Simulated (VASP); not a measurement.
Here is a VASP 6.6.1 calculation.

The input INCAR:

```
SYSTEM = H10CO6
PREC = Accurate
ENCUT = 520
EDIFF = 1E-6
ISMEAR = -1
SIGMA = 0.02
LREAL = .FALSE.
LASPH = .TRUE.
NELM = 120
ALGO = Normal
ISIF = 2
LWAVE = .FALSE.
LCHARG = .FALSE.
GGA = PE
IVDW = 12
NBANDS = 39
GGA_COMPAT = .FALSE.
```

File KPOINTS:

```
Automatic mesh
0
G
  1 1 1
  0 0 0
```

POSCAR

```
H10CO6
1.0
    6.1962860000      0.0000000000      0.0000000000
    0.0000000000      6.1962860000      0.0000000000
    0.0000000000      0.0000000000      6.1962860000
O H C
6 10 1
Direct
    0.3757734875      0.2257965497      0.1751048935
    0.3815350034      1.0541960135      0.5609327910
    1.0576819727      0.2457923989      0.8739751522
    0.7191243271      0.9778761019      0.8108728358
    0.8342739506      0.4486235787      0.3540669362
    0.9881080376      0.7321643965      0.5154377961
    0.2502144026      0.2356572954      0.0775464528
    0.4939249092      0.1378567742      0.1111795033
    0.3766126999      1.1503826647      0.4264005890
    0.2887697566      0.9371904396      0.5325125406
    1.1491884009      0.1681652525      0.7740766001
    0.9264420655      0.1464102851      0.8693594841
    0.7667334916      0.8498155185      0.7406856301
    0.5978097202      1.0205791017      0.7147023233
    0.7240627692      0.5560427650      0.3247751960
    1.1210102310      0.4317747761      0.5050121960
    0.9948217368      0.5475860862      0.4634873213
```

Potentials or basis: VASP PAW PBE potentials, release 64 (O, H, C).

The run is started by

```sh
$ cat potpaw_PBE.64/O/POTCAR potpaw_PBE.64/H/POTCAR potpaw_PBE.64/C/POTCAR > POTCAR
$ mpirun -np 1 vasp_gam > vasp.out
```

Problem. Estimate the dispersion energy per atom.

Solution. -0.028 eV.

Problem. What does it give for the largest force?

Solution. 2.973 eV/Å.

Forces on the atoms (eV/Å):
```
O    1.293 -0.088  0.472
O    0.791  1.943  0.072
O   -0.835 -0.476  0.338
O   -0.589  0.787  0.723
O    0.563 -0.532  0.073
O    0.373  2.826  0.842
H   -0.309 -0.224 -0.532
H   -0.911  0.544  0.006
H   -0.026 -0.806  0.263
H   -1.181 -1.400 -0.394
H    0.748 -0.079 -0.587
H    0.335  0.620  0.113
H    0.794 -0.970 -0.389
H   -0.178  0.238 -0.016
H   -0.457  0.320 -0.196
H    0.350 -0.196 -0.068
C   -0.761 -2.509 -0.722
```

Caveat: the k points lie up to 1.01 Å⁻¹ apart.
